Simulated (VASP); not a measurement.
# Si13O24 (a cell with a defect) in VASP: notebook, part 2 of 2

VASP 6.6.1. Earlier steps stand in the parts before.

## 3. Single point, PBE

Contents of INCAR:

```
  ALGO = Normal
  EDIFF = 1E-6
  ENCUT = 520
  GGA = PE
  ISIF = 2
  ISMEAR = -1
  LASPH = T
  LCHARG = F
  LREAL = Auto
  LWAVE = F
  NBANDS = 122
  NELM = 100
  PREC = Accurate
  SIGMA = 0.05
```

Contents of KPOINTS:

```
k-points
0
Gamma
  2 2 1
```

Contents of POSCAR:

```
Si13O24
1.0
   -2.4550000000      4.2521850000      5.4000000000
    4.9100000000      0.0000000000      5.4000000000
    4.9100000000      8.5043690000      0.0000000000
Si O
13 24
Direct
    0.0824181864      0.5652886837      0.9522700757
    0.3946124531      0.9758203801      0.0270315235
    0.0144530404     -0.0006410692      0.2778383257
    0.1236061906      0.5649358428      0.4470534859
    0.3885533686      0.9310549875      0.5505786809
   -0.0187169869     -0.0056231569      0.7641367677
    0.6309311263     -0.0109530622      0.2141615096
    0.9113448816      0.4298198771      0.2936563334
    0.5215122175      0.5118994949      0.5163914680
    0.5921197016      0.0967920280      0.7122385455
    0.8886034664      0.4352204411      0.7733915941
    0.4744365758      0.5724399505     -0.0200154456
    0.5799127504      0.3982324499      0.1932341804
    0.3066042146      0.4748051972      0.9713553972
    0.1821394850      0.0742640745      0.1278588887
    0.9233073257      0.5027275293      0.1145702578
    0.6188395093      0.2159172207      0.1084430419
    0.9236653109      0.1879557118      0.3544999739
    0.5681914682      0.8792884667      0.1213648639
    0.3397163826      0.4591096590      0.4855353063
    0.1528622573      0.0269806806      0.6076566086
    0.9430709824      0.5207643222      0.5930069926
    0.6341828324      0.3134318921      0.6167381301
    0.9107853845      0.1949262345      0.8221628943
    0.5050956345      1.0054851470      0.6265164710
    0.8543751301      0.9190849212      0.2418908357
    0.7049104814      0.5736858646      0.3718834261
    0.4586904326      0.0004928025      0.3698437769
    0.1197424297      0.8028936035      0.3887680118
    0.4272481450      0.6886884034      0.6021832961
    0.1013952912      0.4762416504      0.3216343413
    0.8037017143      0.9430642732      0.7294527457
    0.6629181735      0.5549009917      0.8324139189
    0.4546486199      0.1396649232      0.8718059353
    0.0434168243      0.8070341468      0.8981283182
    0.3636273399      0.8069392237     -0.0285783544
    0.0481922287      0.4748098429      0.8361332976
```

Potentials or basis: VASP PAW PBE potentials, release 64 (Si, O).

Command:

```bash
$ cat potpaw_PBE.64/Si/POTCAR potpaw_PBE.64/O/POTCAR > POTCAR
$ mpirun -np 1 vasp_std > vasp.out
```

OUTCAR:

```text
EDIFF = 1E-6
   ENCUT = 520
   GGA = PE
   ISIF = 2
   ISMEAR = -1
   LASPH = T
   LREAL = Auto
   NELM = 100
   PREC = Accurate

 ion  position               nearest neighbor table
   1  0.082  0.565  0.952-  14 1.61  37 1.61  35 1.62  16 1.64  12 2.98   6 3.05   8 3.09  11 3.11

   2  0.395  0.976  0.027-  36 1.61  34 1.61  15 1.62  19 1.65  10 2.90   7 2.95  12 2.98   3 3.03

   3  0.014  0.999  0.278-  29 1.62  15 1.63  18 1.64  26 1.64   4 3.03   2 3.03   8 3.03   7 3.09

[... 761 lines left out ...]
  Total       18.2640159     19.5200050     16.5244908     -3.8889926     -5.4426158      0.6776338
  in kB       64.8872700     69.3494707     58.7071924    -13.8165732    -19.3361900      2.4074555
  external PRESSURE =      64.3146444 kB  Pullay stress =       0.0000000 kB

 VOLUME and BASIS-vectors are now :
 -----------------------------------------------------------------------------
  energy-cutoff  :      520.00
  volume of cell :      450.97
      direct lattice vectors                 reciprocal lattice vectors
    -2.455000000  4.252185000  5.400000000    -0.101832991  0.058793308  0.092592590
     4.910000000  0.000000000  5.400000000     0.101832991 -0.058793308  0.092592595
     4.910000000  8.504369000  0.000000000     0.050916501  0.088189962 -0.046296300

 POSITION                                       TOTAL-FORCE (eV/Angst)
 -----------------------------------------------------------------------------------
      7.24888      8.44891      3.49762        -0.019608     -0.005608     -0.007494
      3.95523      1.90785      7.40034         0.045166     -0.017262      0.017546
      6.23556      2.42430      5.47458        -0.003053      0.006619     -0.002158
      4.66541      4.32750      3.71813        -0.007449      0.010607     -0.004426
      6.32092      6.33453      7.12589         0.018651      0.002125      0.012571
      6.22525     10.67110     10.66856         0.015622      0.030704      0.013166
[... 29 lines left out ...]
      7.83905      9.80754      6.32106        -0.002634      0.002358      0.002682
      6.31842      7.31571      2.82421         0.009588     -0.005838     -0.006437
 -----------------------------------------------------------------------------------
    total drift:                               -0.005587     -0.034705     -0.008278

  FREE ENERGIE OF THE ION-ELECTRON SYSTEM (eV)
  ---------------------------------------------------
  free  energy   TOTEN  =      -284.3561086154 eV

  energy  without entropy=     -284.3561086070  energy(sigma->0) =     -284.35610861
```

stdout:

```text
POSCAR found type information on POSCAR SiO
 POSCAR found :  2 types and      37 ions
 scaLAPACK will be used
 LDA part: xc-table for (Slater+PW92), standard interpolation
 -----------------------------------------------------------------------------
|                                                                             |
|           W    W    AA    RRRRR   N    N  II  N    N   GGGG   !!!           |
|           W    W   A  A   R    R  NN   N  II  NN   N  G    G  !!!           |
|           W    W  A    A  R    R  N N  N  II  N N  N  G       !!!           |
|           W WW W  AAAAAA  RRRRR   N  N N  II  N  N N  G  GGG   !            |
|           WW  WW  A    A  R   R   N   NN  II  N   NN  G    G                |
|           W    W  A    A  R    R  N    N  II  N    N   GGGG   !!!           |
|                                                                             |
|     Your reciprocal lattice and k-lattice belong to different lattice       |
|     classes:                                                                |
|                                                                             |
|        The reciprocal lattice is base-centered monoclinic,                  |
|        whereas your k-lattice is face-centered orthorhombic.                |
|                                                                             |
|     Results are often still useful ...                                      |
|                                                                             |
 -----------------------------------------------------------------------------

 POSCAR, INCAR and KPOINTS ok, starting setup
 FFT: planning ... GRIDC
 FFT: planning ... GRID_SOFT
 FFT: planning ... GRID
 WAVECAR not read
 entering main loop
```

Run time: 5.9 min. Hardware: 1 thread of AMD EPYC 7R43 (Zen 3), shared host; peak memory 0.5 GiB.

Results:

| Property | Result |
| --- | --- |
| Free energy | -284.3561 eV |
| Pressure | 6.4 GPa |
| Largest force | 0.065 eV/Å |
| Band gap on the k mesh | 1.94 eV |

Forces in eV/Å, atoms in the order of the input:
```
Si  -0.020 -0.006 -0.007
Si   0.045 -0.017  0.018
Si  -0.003  0.007 -0.002
Si  -0.007  0.011 -0.004
Si   0.019  0.002  0.013
Si   0.016  0.031  0.013
Si  -0.012  0.005 -0.022
Si  -0.009 -0.007  0.017
Si   0.024  0.032 -0.012
Si  -0.020 -0.030 -0.014
Si   0.007 -0.007 -0.008
Si  -0.051  0.031 -0.026
Si   0.026 -0.017  0.024
O    0.006  0.012  0.011
O   -0.007  0.004 -0.006
O    0.000 -0.002 -0.012
O    0.016 -0.035  0.041
O    0.017 -0.014 -0.007
O   -0.014 -0.002 -0.017
O   -0.003  0.007  0.020
O    0.007  0.008 -0.008
O   -0.005  0.004 -0.003
O   -0.009 -0.003 -0.001
O   -0.007 -0.013  0.005
O    0.006 -0.014 -0.002
O   -0.005  0.013  0.005
O    0.005  0.001  0.000
O   -0.009  0.015 -0.003
O   -0.005 -0.001 -0.002
O    0.000 -0.006  0.009
O   -0.001 -0.005  0.003
O   -0.009  0.006 -0.005
O    0.008  0.005 -0.009
O   -0.002 -0.003  0.000
O   -0.007 -0.009 -0.003
O   -0.003  0.002  0.003
O    0.010 -0.006 -0.006
```

Caveat: the k points lie up to 0.70 Å⁻¹ apart.
